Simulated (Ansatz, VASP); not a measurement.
**One calculation of La, two programs**

The input INCAR:

```
ALGO     = Normal         # electronic algorithm
EDIFF    = 1E-6           # SCF threshold, eV
ENCUT    = 520            # plane-wave cutoff, eV
GGA      = CA             # functional
ISIF     = 2              # what is computed and relaxed
ISMEAR   = -1             # smearing method
LASPH    = True           # aspherical terms in the spheres
LCHARG   = False          # write CHGCAR
LREAL    = False          # projectors in reciprocal space
LWAVE    = False          # write WAVECAR
NBANDS   = 18             # bands
NELM     = 100            # most SCF steps
PREC     = Accurate       # precision mode
SIGMA    = 0.05           # smearing width, eV
```

Contents of KPOINTS:

```
k-points
0
Gamma
  11 11 6
```

The input POSCAR:

```
La
1.0
    3.7500020507      0.0187500102      0.0187500102
   -1.8587630401      3.2382220350      0.0068629801
    0.0303500000      0.0303500000      6.0700000000
La
2
Direct
    0.3333333333      0.6666666667      0.2500000000
    0.6666666667      0.3333333333      0.7500000000
```

Input for Ansatz:

```yaml
crystal:
  lattice:
    - [3.7500020507, 0.0187500102, 0.0187500102]
    - [-1.8587630401, 3.238222035, 0.0068629801]
    - [0.03035, 0.03035, 6.07]
  atoms:
    - { symbol: La, position: [0.3333333333, 0.6666666667, 0.25] }
    - { symbol: La, position: [0.6666666667, 0.3333333333, 0.75] }
kpoints:
  mp_grid: { grid: [11, 11, 6] }
  band_path:
    path:
      - [0.0, 0.0, 0.0]
      - [0.0, -0.5, 0.0]
      - [0.0, 0.0, 0.5]
      - [0.0, 0.0, 0.0]
      - [-0.5, 0.0, 0.0]
      - [-0.5, 0.5, -0.5]
      - [0.0, 0.0, 0.0]
      - [-0.5, 0.0, -0.5]
      - [-0.5, 0.5, 0.0]
    npoints: 5
scf:
  occupations: { method: fermi_dirac, width: 0.05 }
hamiltonian:
  xc: lda
  pseudopotentials: { kind: all_electron, lapw: { basis_error: 0.00025 } }
output:
  forces: true
  stress: true
  eigenvalues: true
```

Change from the starting cell: equal xy, yz and zx shear strains of +1 %.

Alike in both runs: task single point; functional LDA; k mesh 11 × 11 × 6; occupations fermi-dirac, width 0.05 eV; no spin polarisation.

```csv
,VASP,Ansatz
version,VASP 6.6.1,Ansatz 0.2.0
potentials or method,"VASP PAW LDA potentials, release 64 (La), cutoff 520 eV","all-electron LAPW, scalar-relativistic"
```

VASP gave:

```
pressure (GPa)                                                : -3.1
traceless stress, the component that is largest in VASP (GPa) : -0.14
```

**Question.** Estimate Ansatz's values.

**Answer.** Pressure (GPa): -3.0; traceless stress, the component that is largest in VASP (GPa): -0.14.

LDA's correlation is that of Perdew and Zunger in VASP and of Perdew and Wang (1992) in Ansatz. Ansatz ran all-electron here, and VASP with PAW potentials.

Spin-orbit coupling is off throughout.
